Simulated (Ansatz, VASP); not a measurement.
Two plane-wave programs on NbPdSe4

```
Nb Pd Se
1.0
     4.81292    0.00000    0.00000
    -2.40646    4.16811    0.00000
     0.00000    0.00000    5.67350
Nb Pd Se
1 1 4
Direct
  0.00000 0.00000 0.00000
  0.00000 0.00000 0.50000
  0.33333 0.66667 0.77020
  0.33333 0.66667 0.22980
  0.66667 0.33333 0.77020
  0.66667 0.33333 0.22980
```

Change from the starting cell: species swapped into the TiVB4 type (P6/mmm, No. 191).

Alike in both runs: functional PBE; k mesh 6 × 6 × 2; occupations gaussian, width 0.1 eV; no spin polarisation.

Ansatz relaxed the structure, and its values are those at the end. VASP's run is a single point on that final structure, the one shown.

|  | VASP | Ansatz |
| --- | --- | --- |
| version | VASP 6.6.1 | Ansatz 0.2.0 |
| potentials or method | VASP PAW PBE potentials, release 64 (Nb_sv, Pd, Se), cutoff 520 eV | scalar-relativistic, plane waves, PAW |
| valence electrons in the cell | 47 | 95 |

|  | VASP | Ansatz | Ansatz less VASP |
| --- | --- | --- | --- |
| gap on the k mesh at the Fermi level (eV) | none | none | - |
| pressure (GPa) | 0.2 | 0.2 | 0.00 |
| rms of the force components (eV/Å) | 0.001 | 0.003 | +0.0017 |

A gap of «none» marks a metal or a gap that the smearing closes. VASP's potentials hold 47 valence electrons a cell and Ansatz's 95, so a difference there can come from the potentials and not from the codes.

The k mesh is coarse, so the values compare programs but aren't converged.
